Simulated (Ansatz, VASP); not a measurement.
**Os in VASP and in Ansatz**

Contents of INCAR:

```
PREC     = Accurate       # precision mode
ENCUT    = 600            # plane-wave cutoff, eV
EDIFF    = 1E-6           # SCF threshold, eV
ISMEAR   = 0              # smearing method
SIGMA    = 0.1            # smearing width, eV
LREAL    = F              # projectors in reciprocal space
LASPH    = T              # aspherical terms in the spheres
NELM     = 60             # most SCF steps
ALGO     = Fast           # electronic algorithm
ISIF     = 3              # what is computed and relaxed
LWAVE    = F              # write WAVECAR
LCHARG   = F              # write CHGCAR
GGA      = PS             # functional
IBRION   = 2              # ionic algorithm
NSW      = 100            # ionic steps
EDIFFG   = -0.005         # ionic threshold
```

Contents of KPOINTS:

```
Automatic mesh
0
Gamma
  18 18 10
```

POSCAR

```
Os
1.0
    2.7341000000      0.0000000000      0.0000000000
   -1.3670500000      2.3678000565      0.0000000000
    0.0000000000      0.0000000000      4.3197000000
Os
2
Direct
    0.3333333333      0.6666666667      0.2500000000
    0.6666666667      0.3333333333      0.7500000000
```

Input for Ansatz:

```yaml
crystal:
  lattice:
    - [2.7341, 0.0, 0.0]
    - [-1.36705, 2.3678000565, 0.0]
    - [0.0, 0.0, 4.3197]
  atoms:
    - { symbol: Os, position: [0.3333333333, 0.6666666667, 0.25] }
    - { symbol: Os, position: [0.6666666667, 0.3333333333, 0.75] }
basis:
  ecutwfc: 420
kpoints:
  mp_grid: { grid: [18, 18, 10] }
hamiltonian:
  xc: pbesol
scf:
  occupations: { method: gaussian, width: 0.1 }
output:
  forces: true
  stress: true
  eigenvalues: true
  write_density: true
  write_potential: true
  elf: true
  volumetric_format: npy
relax:
  adjacent_minimum: "off"
  f_tol: 0.005
  max_steps: 80
  cell: { stress_tol: 0.05 }
```

Alike in both runs: task relaxation of cell and atoms; functional PBEsol; k mesh 18 × 18 × 10; occupations gaussian, width 0.1 eV; no spin polarisation.

|  | VASP | Ansatz |
| --- | --- | --- |
| version | VASP 6.6.1 | Ansatz 0.2.0 |
| potentials or method | VASP PAW PBE potentials, release 64 (Os), cutoff 600 eV | scalar-relativistic, plane waves, PAW |
| valence electrons in the cell | 16 | 32 |

VASP gave:

```
gap on the k mesh at the Fermi level, each at its own relaxed structure (eV) : none
relaxed volume (Å³/atom)                                                     : 13.91
relaxed length of the cell vector where the two differ most in proportion (Å)              : 2.729
```

Question: Estimate Ansatz's values.

Answer: gap on the k mesh at the Fermi level, each at its own relaxed structure (eV): none; relaxed volume (Å³/atom): 13.89; relaxed length of the cell vector where the two differ most in proportion (Å): 2.727.

VASP's potentials were made for PBE, not for PBEsol. A gap of «none» marks a metal or a gap that the smearing closes. VASP's potentials hold 16 valence electrons a cell and Ansatz's 32, so a difference there can come from the potentials and not from the codes.

Spin-orbit coupling is off throughout.
